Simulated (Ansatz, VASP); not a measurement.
# Two plane-wave programs on KMo2

```
K Mo
1.0
     3.26247    0.00000    0.00000
     0.00000    3.26247    0.00000
     0.00000    0.00000    7.39765
K Mo
1 2
Direct
  0.00000 0.00000 0.00000
  0.50000 0.00000 0.57087
  0.00000 0.50000 0.42913
```

Change from the starting cell: ordered superstructure of diamond with vacancies (P-4m2, No. 115).

Alike in both runs: task relaxation of cell and atoms; functional PBE; k mesh 6 × 6 × 4; occupations gaussian, width 0.1 eV; no spin polarisation.

|  | VASP | Ansatz |
| --- | --- | --- |
| version | VASP 6.6.1 | Ansatz 0.2.0 |
| potentials or method | VASP PAW PBE potentials, release 64 (K_sv, Mo_sv), cutoff 600 eV | scalar-relativistic, plane waves, PAW |
| valence electrons in the cell | 37 | 37 |

|  | VASP | Ansatz | Ansatz less VASP |
| --- | --- | --- | --- |
| gap on the k mesh at the Fermi level, each at its own relaxed structure (eV) | none | none | - |
| relaxed volume (Å³/atom) | 25.90 | 25.82 | -0.081 |
| relaxed length of the cell vector where the two differ most in proportion (Å) | 7.523 | 7.512 | -0.0108 |

A gap of «none» marks a metal or a gap that the smearing closes.
